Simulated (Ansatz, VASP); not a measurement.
Two plane-wave programs on C

The input INCAR:

```
PREC = Accurate
ENCUT = 600
EDIFF = 1E-6
ISMEAR = -1
SIGMA = 0.1
LREAL = False
LASPH = True
NELM = 120
ALGO = Normal
ISIF = 2
LWAVE = False
LCHARG = False
GGA = PE
NBANDS = 11
GGA_COMPAT = False
```

The input KPOINTS:

```
Automatic mesh
0
Gamma
  14 14 14
```

The input POSCAR:

```
C
1.0
    0.0000000000      1.7834000000      1.7834000000
    1.7834000000      0.0000000000      1.7834000000
    1.7834000000      1.7834000000      0.0000000000
C
2
Direct
    0.5000000000      0.5000000000      0.5000000000
    0.7500000000      0.7500000000      0.7500000000
```

Input for Ansatz:

```yaml
crystal:
  lattice:
    - [0.0, 1.7834, 1.7834]
    - [1.7834, 0.0, 1.7834]
    - [1.7834, 1.7834, 0.0]
  atoms:
    - { symbol: C, position: [0.5, 0.5, 0.5] }
    - { symbol: C, position: [0.75, 0.75, 0.75] }
hamiltonian:
  xc: pbe
  pseudopotentials: { kind: paw }
basis:
  ecutwfc: 420
kpoints:
  mp_grid: { grid: [14, 14, 14] }
scf:
  occupations: { method: fermi_dirac, width: 0.1 }
  lower_state_search: "off"
output:
  forces: true
  stress: true
```

Alike in both runs: task single point; functional PBE; k mesh 14 × 14 × 14; occupations fermi-dirac, width 0.1 eV; no spin polarisation.

|  | VASP | Ansatz |
| --- | --- | --- |
| version | VASP 6.6.1 | Ansatz 0.2.0 |
| potentials or method | VASP PAW PBE potentials, release 64 (C), cutoff 600 eV | PAW, plane waves, scalar-relativistic |
| valence electrons in the cell | 8 | 8 |

```csv
,VASP,Ansatz,Ansatz less VASP
pressure (GPa),1.8,1.8,0.00
```
